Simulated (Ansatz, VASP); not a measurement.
# KBr: VASP beside Ansatz

INCAR

```
SYSTEM = KBr
ALGO = Normal
EDIFF = 1E-6
ENCUT = 520
GGA_COMPAT = .False.
ISIF = 2
ISMEAR = -1
LASPH = .True.
LCHARG = .True.
LORBIT = 11
LORBMOM = .True.
LREAL = .False.
LSORBIT = .True.
LVHAR = .True.
LWAVE = .False.
MAGMOM = 0 0 0 0 0 0
NBANDS = 28
NELM = 150
PREC = Accurate
SIGMA = 0.05
```

KPOINTS

```
k-points
0
Gamma
  7 7 7
  0 0 0
```

POSCAR

```
KBr
1.0
    0.0000000000      3.3000000000      3.3000000000
    3.3000000000      0.0000000000      3.3000000000
    3.3000000000      3.3000000000      0.0000000000
Br K
1 1
Direct
    0.5000000000      0.5000000000      0.5000000000
    0.0000000000      0.0000000000      0.0000000000
```

File input.yaml:

```yaml
crystal:
  lattice:
    - [0.0, 3.3, 3.3]
    - [3.3, 0.0, 3.3]
    - [3.3, 3.3, 0.0]
  atoms:
    - { symbol: Br, position: [0.5, 0.5, 0.5] }
    - { symbol: K, position: [0.0, 0.0, 0.0] }
hamiltonian:
  xc: lda
  pseudopotentials: { kind: paw_fr }
magnetization:
  noncollinear: true
  spin_orbit: true
kpoints:
  mp_grid: { grid: [7, 7, 7] }
  band_path:
    path:
      - [[0.0, 0.0, 0.0], [0.5, 0.0, 0.5], [0.5, 0.25, 0.75], [0.375, 0.375, 0.75], [0.0, 0.0, 0.0], [0.5, 0.5, 0.5], [0.625, 0.25, 0.625], [0.5, 0.25, 0.75], [0.5, 0.5, 0.5], [0.375, 0.375, 0.75]]
      - [[0.625, 0.25, 0.625], [0.5, 0.0, 0.5]]
    npoints: 14
scf:
  occupations: { method: fermi_dirac, width: 0.05 }
  n_extra_bands: 6
output:
  forces: true
  stress: true
  eigenvalues: true
  fatbands: true
  write_density: true
  write_potential: true
  elf: true
  volumetric_format: npy
```

Alike in both runs: functional LDA; k mesh 7 × 7 × 7; occupations fermi-dirac, width 0.05 eV; non-collinear spin, spin-orbit coupling.

|  | VASP | Ansatz |
| --- | --- | --- |
| version | VASP 6.6.1 | Ansatz 0.2.0 |
| potentials or method | VASP PAW LDA potentials, release 64 (Br, K_sv) | Ansatz PAW |
| plane-wave cutoff (eV) | 520 | 420 |
| valence electrons in the cell | 16 | 16 |
| task | single point | band structure |

|  | VASP | Ansatz | Ansatz less VASP |
| --- | --- | --- | --- |
| pressure (GPa) | -1.6 | -1.6 | -0.05 |

LDA's correlation is that of Perdew and Zunger in VASP and of Perdew and Wang (1992) in Ansatz.
